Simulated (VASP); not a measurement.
Here is a VASP 6.6.1 calculation.

The input INCAR:

```
PREC     = Accurate       # precision mode
ENCUT    = 500            # plane-wave cutoff, eV
EDIFF    = 1E-6           # SCF threshold, eV
ISMEAR   = 0              # smearing method
SIGMA    = 0.1            # smearing width, eV
LREAL    = False          # projectors in reciprocal space
LASPH    = True           # aspherical terms in the spheres
NELM     = 120            # most SCF steps
ALGO     = Normal         # electronic algorithm
ISIF     = 2              # what is computed and relaxed
LWAVE    = False          # write WAVECAR
LCHARG   = False          # write CHGCAR
GGA      = CA             # functional
NBANDS   = 8              # bands
GGA_COMPAT= False
```

The input KPOINTS:

```
Automatic mesh
0
Gamma
  18 18 18
```

Contents of POSCAR:

```
Al
1.0
    0.0000000000      1.9917798379      1.9917798379
    1.9917798379      0.0000000000      1.9917798379
    1.9917798379      1.9917798379      0.0000000000
Al
1
Direct
    0.0000000000      0.0000000000      0.0000000000
```

Potentials or basis: VASP PAW LDA potentials, release 64 (Al).

The run is started by

```bash
$ cat potpaw_LDA.64/Al/POTCAR > POTCAR
$ mpirun -np 1 vasp_std > vasp.out
```

Problem. Estimate the pressure.

Solution. 0.1 GPa.

Problem. Estimate the band gap on the k mesh.

Solution. Zero (an odd number of electrons rules out a gap without spin polarisation).
